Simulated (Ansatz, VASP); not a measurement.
Two plane-wave programs on Y

File INCAR:

```
SYSTEM = Y
PREC = Accurate
ENCUT = 600
EDIFF = 1E-7
ISMEAR = 0
SIGMA = 0.1
LREAL = .FALSE.
LASPH = .TRUE.
NELM = 60
ALGO = Fast
ISIF = 3
LWAVE = .FALSE.
LCHARG = .FALSE.
GGA = PS
IBRION = 2
NSW = 100
EDIFFG = -0.01
```

The input KPOINTS:

```
regular mesh
0
G
  18 18 10
  0 0 0
```

POSCAR

```
Y
1.0
    3.6514992371      0.0000000000      0.0000000000
   -1.8257496185      3.1622911012      0.0000000000
    0.0000000000      0.0000000000      5.7474000000
Y
2
Direct
    0.3333333333      0.6666666667      0.2500000000
    0.6666666667      0.3333333333      0.7500000000
```

Input for Ansatz:

```yaml
crystal:
  lattice:
    - [3.6514992371, 0.0, 0.0]
    - [-1.8257496185, 3.1622911012, 0.0]
    - [0.0, 0.0, 5.7474]
  atoms:
    - { symbol: "Y", position: [0.3333333333, 0.6666666667, 0.25] }
    - { symbol: "Y", position: [0.6666666667, 0.3333333333, 0.75] }
basis:
  ecutwfc: 420
kpoints:
  mp_grid: { grid: [18, 18, 10] }
hamiltonian:
  xc: pbesol
scf:
  occupations: { method: gaussian, width: 0.1 }
output:
  forces: true
  stress: true
  eigenvalues: true
relax:
  adjacent_minimum: "off"
  f_tol: 0.01
  max_steps: 80
  cell: { stress_tol: 0.05 }
```

Alike in both runs: task relaxation of cell and atoms; functional PBEsol; k mesh 18 × 18 × 10; occupations gaussian, width 0.1 eV; no spin polarisation.

|  | VASP | Ansatz |
| --- | --- | --- |
| version | VASP 6.6.1 | Ansatz 0.2.0 |
| potentials or method | VASP PAW PBE potentials, release 64 (Y_sv), cutoff 600 eV | scalar-relativistic, plane waves, PAW |
| valence electrons in the cell | 22 | 22 |

|  | VASP | Ansatz | Ansatz less VASP |
| --- | --- | --- | --- |
| gap on the k mesh at the Fermi level, each at its own relaxed structure (eV) | none | none | - |
| relaxed volume (Å³/atom) | 31.26 | 31.32 | +0.061 |
| relaxed length of the cell vector where the two differ most in proportion (Å) | 5.584 | 5.590 | +0.0053 |

VASP's potentials were made for PBE, not for PBEsol. A gap of «none» marks a metal or a gap that the smearing closes.
